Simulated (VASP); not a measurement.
# CsH (Immm) in VASP: further runs, part 2 of 2

VASP 6.6.1. The steps go on from the part before.

## 3. Single point, r2SCAN (strain -0.0750 x Voigt [0, 0, 0, 0, 0, 1])

Contents of POSCAR:

```
CsH
1.0
   -0.1195500000      3.1880000000      3.1880000000
    3.1880000000     -0.1195500000      3.1880000000
    3.0684500000      3.0684500000      0.0000000000
Cs H
1 1
Direct
    0.0000000000      0.0000000000      0.0000000000
    0.5000000000      0.5000000000      0.5000000000
```

Contents of INCAR.step1:

```
PREC = Accurate
ENCUT = 520
ISMEAR = 0
SIGMA = 0.05
LREAL = False
LASPH = True
NELM = 60
NBANDS = 12
GGA = PE
ALGO = Normal
EDIFF = 1E-4
LWAVE = True
LCHARG = False
```

Contents of INCAR.step2:

```
PREC = Accurate
ENCUT = 520
EDIFF = 1E-6
ISMEAR = 0
SIGMA = 0.05
LREAL = False
LASPH = True
NELM = 60
ALGO = Normal
ISIF = 2
LWAVE = False
LCHARG = True
METAGGA = R2SCAN
LMIXTAU = True
LELF = True
LVHAR = True
NBANDS = 12
ISTART = 1
```

Contents of KPOINTS:

```
Automatic mesh
0
Gamma
  6 6 6
```

Potentials or basis: VASP PAW PBE potentials, release 64 (Cs_sv, H).

The run is started by

```bash
cat potpaw_PBE.64/Cs_sv/POTCAR potpaw_PBE.64/H/POTCAR > POTCAR
cp INCAR.step1 INCAR
mpirun -np 1 vasp_std > vasp.out
cp INCAR.step2 INCAR
mpirun -np 1 vasp_std > vasp.out
```

OUTCAR:

```text
PREC = Accurate
   ENCUT = 520
   EDIFF = 1E-6
   ISMEAR = 0
   LREAL = False
   LASPH = True
   NELM = 60
   ISIF = 2
   METAGGA = R2SCAN
   ISTART = 1

 ion  position               nearest neighbor table
   1  0.000  0.000  0.000-
   2  0.500  0.500  0.500-

  LATTYP: Found a body centered orthorhombic cell.
 ALAT       =     4.3394436055
 B/A-ratio  =     1.0779220779
 C/A-ratio  =     1.4693127921

  Lattice vectors:

 A1 = (   0.1195500000,  -3.1880000000,  -3.1880000000)
 A2 = (  -0.1195500000,   3.1880000000,  -3.1880000000)
 A3 = (   3.1880000000,  -0.1195500000,   3.1880000000)

Analysis of symmetry for initial positions (statically):
=====================================================================
 Subroutine PRICEL returns:
 Original cell was already a primitive cell.

 Routine SETGRP: Setting up the symmetry group for a
 body centered orthorhombic supercell.

 Subroutine GETGRP returns: Found  8 space group operations
 (whereof  8 operations were pure point group operations)
 out of a pool of  8 trial point group operations.

The static configuration has the point symmetry D_2h.

Analysis of symmetry for dynamics (positions and initial velocities):
=====================================================================
 Subroutine PRICEL returns:
 Original cell was already a primitive cell.

 Routine SETGRP: Setting up the symmetry group for a
 body centered orthorhombic supercell.

 Subroutine GETGRP returns: Found  8 space group operations
 (whereof  8 operations were pure point group operations)
 out of a pool of  8 trial point group operations.

The dynamic configuration has the point symmetry D_2h.

 Subroutine INISYM returns: Found  8 space group operations
 (whereof  8 operations are pure point group operations),
 and found     1 'primitive' translations

[... 115 lines left out ...]
  volume/ion in A,a.u.               =      32.36       218.34
  Fermi-wavevector in a.u.,A,eV,Ry     =   0.878517  1.660157 10.500873  0.771792
  Thomas-Fermi vector in A             =   1.998614
   LORBIT       =      0    0 simple, 1 ext, 2 COOP (PROOUT), +10 PAW based schemes
   METAGGA = R2SCAN    functional components
   LHFCALC =     F    Hartree Fock is set to
   AEXX    =    0.0000 exact exchange contribution
   IVDW    =     0    specifies the selected vdW correction
   LEPSILON=     F    determine dielectric tensor
   LRPA    =     F    only Hartree local field effects (RPA)
 non-spin polarized calculation
 Gauss-broadening in eV      SIGMA  =   0.05
  energy-cutoff  :      520.00
  volume of cell :       64.71
 maximum number of plane-waves:      1760
 NGX is ok and might be reduce to    36
   NGX = 17   NGY = 17   NGZ = 17

 number of electron      10.0000000 magnetization

 Free energy of the ion-electron system (eV)
  ---------------------------------------------------
  ext. energy  EPLUGINS =         0.00000000
  ---------------------------------------------------
  free energy    TOTEN  =       -28.98338918 eV

  energy without entropy =      -28.98338918  energy(sigma->0) =      -28.98338918

 E-fermi :   0.1422     XC(G=0):  -7.5648

 val. band max:       -0.0865362448   @ k =  -0.0000  -0.0000   0.5000
 cond. band min:       2.5534442569   @ k =   0.5000  -0.0000   0.0000
 fundamental gap:      2.6399805018
 Fermi energy:         0.1421608687

 k-point     1 :       0.0000    0.0000    0.0000
  band No.  band energies     occupation
      1     -22.1937      2.00000
      2      -8.2905      2.00000
      3      -8.2793      2.00000
      4      -8.2478      2.00000
      5      -1.7581      2.00000
      6       5.2490      0.00000
      7       5.4433      0.00000
      8       5.9400      0.00000
      9       6.3488      0.00000
     10       7.5264      0.00000
     11       7.5311      0.00000
     12       9.1138      0.00000
[... 331 lines left out ...]
 k-point    24 :       0.5000    0.5000    0.1667
  band No.  band energies     occupation
      1     -22.0902      2.00000
      2      -8.9185      2.00000
      3      -8.5933      2.00000
      4      -8.5395      2.00000
      5      -0.9908      2.00000
      6       3.7512      0.00000
      7       5.1326      0.00000
      8       6.7445      0.00000
      9       7.4572      0.00000
     10       9.0336      0.00000
     11       9.4558      0.00000
     12       9.9855      0.00000

 [... further k-points ...]
[... 5 lines left out ...]
  --------------------------------------------------------------------------------------
  -------------------------------------------------------------------------------------
  Total        0.0184247      0.0184247      0.0039843      0.1440592      0.0000000      0.0000000
  in kB        0.4561811      0.4561811      0.0986472      3.5667928      0.0000000      0.0000000
  external PRESSURE =       0.3370031 kB  Pullay stress =       0.0000000 kB

 VOLUME and BASIS-vectors are now :
 -----------------------------------------------------------------------------
  energy-cutoff  :      520.00
  volume of cell :       64.71
      direct lattice vectors                 reciprocal lattice vectors
    -0.119550000  3.188000000  3.188000000    -0.151169294  0.151169294  0.156838143
     3.188000000 -0.119550000  3.188000000     0.151169294 -0.151169294  0.156838143
     3.068450000  3.068450000  0.000000000     0.162948720  0.162948720 -0.156838143

 POSITION                                       TOTAL-FORCE (eV/Angst)
 -----------------------------------------------------------------------------------
      0.00000      0.00000      0.00000         0.000000     -0.000000     -0.000000
      3.06845      3.06845      3.18800        -0.000000      0.000000      0.000000
 -----------------------------------------------------------------------------------
    total drift:                               -0.000000      0.000000      0.000000

  FREE ENERGIE OF THE ION-ELECTRON SYSTEM (eV)
  ---------------------------------------------------
  free  energy   TOTEN  =       -28.9833891806 eV

  energy  without entropy=      -28.9833891806  energy(sigma->0) =      -28.98338918
```

OSZICAR.step1:

```text
N       E                     dE             d eps       ncg     rms          rms(c)
DAV:   1     0.457858413001E+02    0.45786E+02   -0.41047E+03  1104   0.689E+02
DAV:   2    -0.148788772073E+01   -0.47274E+02   -0.45094E+02  1432   0.113E+02
DAV:   3    -0.535133034524E+01   -0.38634E+01   -0.38555E+01  1356   0.352E+01
DAV:   4    -0.538352257040E+01   -0.32192E-01   -0.32190E-01  1304   0.371E+00
DAV:   5    -0.538364670363E+01   -0.12413E-03   -0.12413E-03  1404   0.232E-01    0.379E+00
DAV:   6    -0.466482847751E+01    0.71882E+00   -0.57585E-01  1272   0.288E+00    0.159E+00
DAV:   7    -0.452065897648E+01    0.14417E+00   -0.64770E-01  1232   0.274E+00    0.677E-01
DAV:   8    -0.455279997836E+01   -0.32141E-01   -0.81572E-02  1232   0.116E+00    0.461E-01
DAV:   9    -0.454247148730E+01    0.10328E-01   -0.19542E-02  1312   0.590E-01    0.388E-02
DAV:  10    -0.454277936922E+01   -0.30788E-03   -0.29343E-03  1200   0.207E-01    0.287E-02
DAV:  11    -0.454290370884E+01   -0.12434E-03   -0.35086E-04  1264   0.846E-02    0.306E-02
DAV:  12    -0.454286927744E+01    0.34431E-04   -0.10167E-04  1220   0.471E-02
   1 F= -.45428693E+01 E0= -.45428693E+01  d E =-.834953E-15
```

Wall time 66 s (1 thread of Intel Xeon Platinum 8488C (Sapphire Rapids), shared host); peak memory 0.22 GiB.

Results:

| Item | Value |
| --- | --- |
| Free energy | -28.9834 eV |
| Pressure | 0.0 GPa |
| Band gap on the k mesh | 2.64 eV (least direct gap 2.65 eV) |

Levels at points of the mesh, in eV from the valence-band top:
```
           k point  band 3  band 4  band 5  band 6  band 7  band 8
(0.00, 0.00, 0.00)   -8.19   -8.16   -1.67    5.34    5.53    6.03
(0.50, 0.00, 0.00)   -8.25   -8.25   -0.04    2.64    5.09    5.60
(0.50, 0.50, 0.00)   -8.50   -8.40   -1.17    3.48    6.06    8.62
(0.00, 0.00, 0.50)   -8.31   -8.29    0.00    2.65    4.90    5.37
(0.50, 0.00, 0.50)   -8.45   -8.44   -1.16    3.48    6.06    8.49
```

Caveat: the cell differs from its parent crystal (strain -0.0750 x Voigt [0, 0, 0, 0, 0, 1]); the PAW data sets were made with another functional, which shifts forces and pressure a little; spin-orbit coupling is left out, which moves the levels of the heavy elements. A k mesh can miss the band edges.

## 4. Single point, r2SCAN (strain +0.0937 x Voigt [0, 0, 0, 0, 0, 1])

Contents of POSCAR:

```
CsH
1.0
    0.1493578000      3.1880000000      3.1880000000
    3.1880000000      0.1493578000      3.1880000000
    3.3373578000      3.3373578000      0.0000000000
Cs H
1 1
Direct
    0.0000000000      0.0000000000      0.0000000000
    0.5000000000      0.5000000000      0.5000000000
```

INCAR.step1: that of step 3 with these lines changed.

```diff
@@ -6,3 +6,3 @@
 LASPH = True
-NELM = 60
+NELM = 80
 NBANDS = 12
```

INCAR.step2: that of step 3 with these lines changed.

```diff
@@ -7,3 +7,3 @@
 LASPH = True
-NELM = 60
+NELM = 80
 ALGO = Normal
```

KPOINTS is that of step 3.

The run is started by

```bash
cat potpaw_PBE.64/Cs_sv/POTCAR potpaw_PBE.64/H/POTCAR > POTCAR
cp INCAR.step1 INCAR
mpirun -np 1 vasp_std > vasp.out
cp INCAR.step2 INCAR
mpirun -np 1 vasp_std > vasp.out
```

Wall time 77 s (1 thread of Intel Xeon Platinum 8488C (Sapphire Rapids), shared host); peak memory 0.23 GiB.

It converged, with:

| Quantity | Value |
| --- | --- |
| Free energy | -28.9803 eV |
| Pressure | 0.0 GPa |
| Band gap on the k mesh | 2.63 eV (least direct gap 2.64 eV) |

Stress tensor (GPa, compression positive):
```
 0.05 -0.45  0.00
-0.45  0.05  0.00
 0.00  0.00 -0.01
```

Levels at points of the mesh, in eV from the valence-band top:
| k point | band 1 | band 2 | band 3 | band 4 | band 5 | band 6 | band 7 | band 8 | band 9 | band 10 |
| --- | --- | --- | --- | --- | --- | --- | --- | --- | --- | --- |
| (0.00, 0.00, 0.00) | -22.12 | -8.22 | -8.21 | -8.16 | -1.68 | 5.25 | 5.46 | 6.11 | 6.48 | 7.63 |
| (0.50, 0.00, 0.00) | -22.02 | -9.10 | -8.33 | -8.30 | 0.00 | 2.64 | 4.82 | 5.40 | 7.83 | 8.67 |
| (0.50, 0.50, 0.00) | -22.01 | -8.91 | -8.53 | -8.39 | -1.18 | 3.48 | 6.05 | 8.53 | 8.64 | 9.07 |
| (0.00, 0.00, 0.50) | -22.05 | -9.01 | -8.26 | -8.25 | -0.05 | 2.63 | 5.05 | 5.69 | 7.80 | 8.35 |
| (0.50, 0.00, 0.50) | -22.01 | -8.96 | -8.46 | -8.45 | -1.16 | 3.47 | 6.05 | 8.41 | 8.89 | 8.96 |

Caveat: the cell differs from its parent crystal (strain +0.0937 x Voigt [0, 0, 0, 0, 0, 1]); the PAW data sets were made with another functional, which shifts forces and pressure a little; spin-orbit coupling is left out, which moves the levels of the heavy elements. A k mesh can miss the band edges.

## 5. Single point, r2SCAN (strain +0.0562 x Voigt [0, 0, 0, 0, 0, 1])

Contents of POSCAR:

```
CsH
1.0
    0.0895828000      3.1880000000      3.1880000000
    3.1880000000      0.0895828000      3.1880000000
    3.2775828000      3.2775828000      0.0000000000
Cs H
1 1
Direct
    0.0000000000      0.0000000000      0.0000000000
    0.5000000000      0.5000000000      0.5000000000
```

Contents of INCAR.step1:

```
PREC = Accurate ; ENCUT = 520
ISMEAR = 0 ; SIGMA = 0.05
LREAL = F ; LASPH = T
NELM = 100 ; NBANDS = 12
GGA = PE ; ALGO = Normal
EDIFF = 1E-4 ; LWAVE = T
LCHARG = F
```

Contents of INCAR.step2:

```
PREC = Accurate ; ENCUT = 520
EDIFF = 1E-6 ; ISMEAR = 0
SIGMA = 0.05 ; LREAL = F
LASPH = T ; NELM = 100
ALGO = Normal ; ISIF = 2
LWAVE = F ; LCHARG = F
METAGGA = R2SCAN ; LMIXTAU = T
NBANDS = 12 ; ISTART = 1
```

Contents of KPOINTS:

```
regular mesh
0
Gamma
  6 6 6
```

Potentials or basis: VASP PAW PBE potentials, release 64 (Cs_sv, H).

The run is started by

```bash
cat potpaw_PBE.64/Cs_sv/POTCAR potpaw_PBE.64/H/POTCAR > POTCAR
cp INCAR.step1 INCAR
mpirun -np 1 vasp_std > vasp.out
cp INCAR.step2 INCAR
mpirun -np 1 vasp_std > vasp.out
```

OUTCAR:

```text
PREC = Accurate
   ENCUT = 520
   EDIFF = 1E-6
   ISMEAR = 0
   LREAL = F
   LASPH = T
   NELM = 100
   ISIF = 2
   METAGGA = R2SCAN
   ISTART = 1

 ion  position               nearest neighbor table
   1  0.000  0.000  0.000-
   2  0.500  0.500  0.500-

  LATTYP: Found a body centered orthorhombic cell.
 ALAT       =     4.3818236261
 B/A-ratio  =     1.0578248791
 C/A-ratio  =     1.4551019265

[... 536 lines left out ...]
      2      -8.9284      2.00000
      3      -8.6152      2.00000
      4      -8.4623      2.00000
      5      -0.9990      2.00000
      6       3.6016      0.00000
      7       5.1781      0.00000
      8       7.2050      0.00000
      9       7.3845      0.00000
     10       9.0680      0.00000
     11       9.0908      0.00000
     12       9.9659      0.00000

 [... further k-points ...]
[... 5 lines left out ...]
  --------------------------------------------------------------------------------------
  -------------------------------------------------------------------------------------
  Total        0.0181910      0.0181910      0.0101536     -0.1066785      0.0000000      0.0000000
  in kB        0.4501167      0.4501167      0.2512408     -2.6396446      0.0000000      0.0000000
  external PRESSURE =       0.3838247 kB  Pullay stress =       0.0000000 kB

 VOLUME and BASIS-vectors are now :
 -----------------------------------------------------------------------------
  energy-cutoff  :      520.00
  volume of cell :       64.75
      direct lattice vectors                 reciprocal lattice vectors
     0.089582800  3.188000000  3.188000000    -0.161372716  0.161372716  0.156838143
     3.188000000  0.089582800  3.188000000     0.161372716 -0.161372716  0.156838143
     3.277582800  3.277582800  0.000000000     0.152551447  0.152551447 -0.156838143

 POSITION                                       TOTAL-FORCE (eV/Angst)
 -----------------------------------------------------------------------------------
      0.00000      0.00000      0.00000         0.000000     -0.000000      0.000000
      3.27758      3.27758      3.18800        -0.000000      0.000000      0.000000
 -----------------------------------------------------------------------------------
    total drift:                               -0.000000      0.000000      0.000000

  FREE ENERGIE OF THE ION-ELECTRON SYSTEM (eV)
  ---------------------------------------------------
  free  energy   TOTEN  =       -28.9857725424 eV

  energy  without entropy=      -28.9857725424  energy(sigma->0) =      -28.98577254
```

OSZICAR.step1:

```text
N       E                     dE             d eps       ncg     rms          rms(c)
DAV:   1     0.433762309723E+02    0.43376E+02   -0.40445E+03  1104   0.680E+02
DAV:   2    -0.189402995996E+01   -0.45270E+02   -0.43165E+02  1396   0.112E+02
DAV:   3    -0.535764315668E+01   -0.34636E+01   -0.34585E+01  1372   0.336E+01
DAV:   4    -0.538659804367E+01   -0.28955E-01   -0.28953E-01  1252   0.350E+00
DAV:   5    -0.538671105420E+01   -0.11301E-03   -0.11301E-03  1412   0.229E-01    0.379E+00
DAV:   6    -0.466765622275E+01    0.71905E+00   -0.57785E-01  1280   0.288E+00    0.159E+00
DAV:   7    -0.452347267341E+01    0.14418E+00   -0.64047E-01  1232   0.273E+00    0.676E-01
DAV:   8    -0.455543835918E+01   -0.31966E-01   -0.80584E-02  1236   0.116E+00    0.454E-01
DAV:   9    -0.454544224962E+01    0.99961E-02   -0.18965E-02  1300   0.584E-01    0.387E-02
DAV:  10    -0.454574504237E+01   -0.30279E-03   -0.28568E-03  1184   0.205E-01    0.286E-02
DAV:  11    -0.454586975557E+01   -0.12471E-03   -0.34661E-04  1260   0.847E-02    0.301E-02
DAV:  12    -0.454583616892E+01    0.33587E-04   -0.98016E-05  1232   0.465E-02
   1 F= -.45458362E+01 E0= -.45458362E+01  d E =-.143210E-13
```

Wall time 73 s (1 thread of Intel Xeon Platinum 8488C (Sapphire Rapids), shared host); peak memory 0.22 GiB.

What came out:

```
Free energy            : -28.9858 eV
Pressure               : 0.0 GPa
Band gap on the k mesh : 2.65 eV (least direct gap 2.65 eV)
```

Stress tensor (GPa, compression positive):
```
 0.05 -0.26  0.00
-0.26  0.05  0.00
 0.00  0.00  0.03
```

Caveat: the cell differs from its parent crystal (strain +0.0562 x Voigt [0, 0, 0, 0, 0, 1]); the PAW data sets were made with another functional, which shifts forces and pressure a little; spin-orbit coupling is left out, which moves the levels of the heavy elements.

## 6. Summary

| cell | gap on the mesh (eV) | pressure (GPa) |
| --- | --- | --- |
| a = 4.512, b = 4.512, c = 4.762 Å, angles 58.1, 58.1, 56.3°, 2 atoms | 2.63 | 0.0 |
| a = 4.510, b = 4.510, c = 4.339 Å, angles 61.2, 61.2, 62.5°, 2 atoms | 2.64 | 0.0 |
| a = 4.511, b = 4.511, c = 4.720 Å, angles 58.5, 58.5, 56.9°, 2 atoms | 2.63 | 0.0 |
| a = 4.509, b = 4.509, c = 4.635 Å, angles 59.1, 59.1, 58.1°, 2 atoms | 2.65 | 0.0 |

Alike in all rows: task single point; level r2SCAN; potentials or basis VASP PAW PBE potentials, release 64 (Cs_sv, H); no spin polarisation; k mesh 6 × 6 × 6; cutoff (eV) 520; smearing gaussian 0.05 eV.

Caveats: the PAW data sets were made with another functional, which shifts forces and pressure a little; spin-orbit coupling is left out, which moves the levels of the heavy elements.

Absolute energies hang on the potentials; compare differences alone.
